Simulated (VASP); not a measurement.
Set up this calculation in VASP 6.6.1, as the native input.

| Item | Value |
| --- | --- |
| Task | relaxation of shape and atoms at fixed volume |
| Functional | r2SCAN |
| Potentials or basis | VASP PAW PBE potentials, release 64 (Si, Mo_sv) |
| Cutoff | 600 eV |
| k mesh | 10 × 10 × 10 |
| Occupations | gaussian, width 0.05 eV |
| Spin | no spin polarisation |
| Dipole correction | no |
| Further INCAR settings | ALGO = Normal; EDIFF = 1e-06; IBRION = 2; EDIFFG = -0.01; NSW = 60; ISIF = 4 |

Crystal: Si2Mo.

```
CELL_PARAMETERS angstrom
-1.62313 1.62313 3.95553
1.62313 -1.62313 3.95553
1.62313 1.62313 -3.95553
ATOMIC_POSITIONS crystal
Si 0.33581 0.33581 0.00000
Si 0.66419 0.66419 0.00000
Mo 0.00000 0.00000 0.00000
```

These files were run (other wordings do the same):

POSCAR

```
Si2Mo
1.0
   -1.6231317829      1.6231317829      3.9555299685
    1.6231317829     -1.6231317829      3.9555299685
    1.6231317829      1.6231317829     -3.9555299685
Si Mo
2 1
Direct
    0.3358127113      0.3358127113      0.0000000000
    0.6641872887      0.6641872887      0.0000000000
    0.0000000000      0.0000000000      0.0000000000
```

INCAR.step1

```
SYSTEM = Si2Mo
PREC = Accurate
ENCUT = 600
ISMEAR = 0
SIGMA = 0.05
LREAL = .False.
LASPH = .True.
NELM = 100
GGA = PE
ALGO = Normal
EDIFF = 1E-4
LWAVE = .True.
LCHARG = .False.
```

INCAR.step2

```
SYSTEM = Si2Mo
PREC = Accurate
ENCUT = 600
EDIFF = 1E-6
ISMEAR = 0
SIGMA = 0.05
LREAL = .False.
LASPH = .True.
NELM = 100
ALGO = Normal
ISIF = 4
LWAVE = .False.
LCHARG = .False.
METAGGA = R2SCAN
LMIXTAU = .True.
IBRION = 2
NSW = 60
EDIFFG = -0.01
ISTART = 1
```

KPOINTS

```
Automatic mesh
0
Gamma
  10 10 10
  0 0 0
```

Potentials or basis: VASP PAW PBE potentials, release 64 (Si, Mo_sv).

Run with:

```bash
$ cat potpaw_PBE.64/Si/POTCAR potpaw_PBE.64/Mo_sv/POTCAR > POTCAR
$ cp INCAR.step1 INCAR
$ mpirun -np 1 vasp_std > vasp.out
$ cp INCAR.step2 INCAR
$ mpirun -np 1 vasp_std > vasp.out
```

It gave:

| Item | Value |
| --- | --- |
| Energy gained by relaxing | 0.1 meV/atom |
| Ionic steps | 4 |
| Pressure after relaxing | -7.5 GPa |
| Band gap on the k mesh | zero (bands 11 and 12 overlap by 0.96 eV) |

Caveat: the PAW data sets were made with another functional, which shifts forces and pressure a little.

Wall time 10 min on 1 thread of Intel(R) Xeon(R) Platinum 8559C (Emerald Rapids), on a shared host, peak memory 0.31 GiB.
